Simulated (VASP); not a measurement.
Write the native input for VASP 6.6.1 that does the following.

* Task: single point
* Functional: PBEsol
* Potentials or basis: VASP PAW PBE potentials, release 64 (Sr_sv)
* Cutoff: 520 eV
* k mesh: 8 × 8 × 8
* Occupations: fermi-dirac, width 0.3 eV
* Spin: no spin polarisation
* Dipole correction: no
* Further INCAR settings: ALGO = Normal; EDIFF = 1e-06; NBANDS = 17

The structure of Sr lies in POSCAR:

```
Sr
1.0
    5.6176620000      0.0000000000      0.0000000000
   -4.1636973586      3.7711736439      0.0000000000
   -0.7269826297     -1.8855876235      5.2415820051
Sr
2
Direct
    0.7500000000      0.2500000000      0.5000000000
    0.0000000000      0.0000000000      0.0000000000
```

One way to write it, as run:

INCAR

```
PREC     = Accurate       # precision mode
ENCUT    = 520            # plane-wave cutoff, eV
EDIFF    = 1E-6           # SCF threshold, eV
ISMEAR   = -1             # smearing method
SIGMA    = 0.3            # smearing width, eV
LREAL    = F              # projectors in reciprocal space
LASPH    = T              # aspherical terms in the spheres
NELM     = 60             # most SCF steps
ALGO     = Normal         # electronic algorithm
ISIF     = 2              # what is computed and relaxed
LWAVE    = F              # write WAVECAR
LCHARG   = F              # write CHGCAR
GGA      = PS             # functional
NBANDS   = 17             # bands
```

KPOINTS

```
Automatic mesh
0
Gamma
  8 8 8
```

Potentials or basis: VASP PAW PBE potentials, release 64 (Sr_sv).

Command:

```bash
$ cat potpaw_PBE.64/Sr_sv/POTCAR > POTCAR
$ mpirun -np 1 vasp_std > vasp.out
```

It gave:

```
Pressure               : -0.2 GPa
Band gap on the k mesh : zero (bands 10 and 11 overlap by 0.55 eV)
```

Caveat: so wide a smearing shifts energies and pressures; the PAW data sets were made with another functional, which shifts forces and pressure a little.

Wall time 110 s on 1 thread of AMD EPYC 7R43 64-Core Processor (Zen 3) (shared host), peak memory 0.26 GiB.
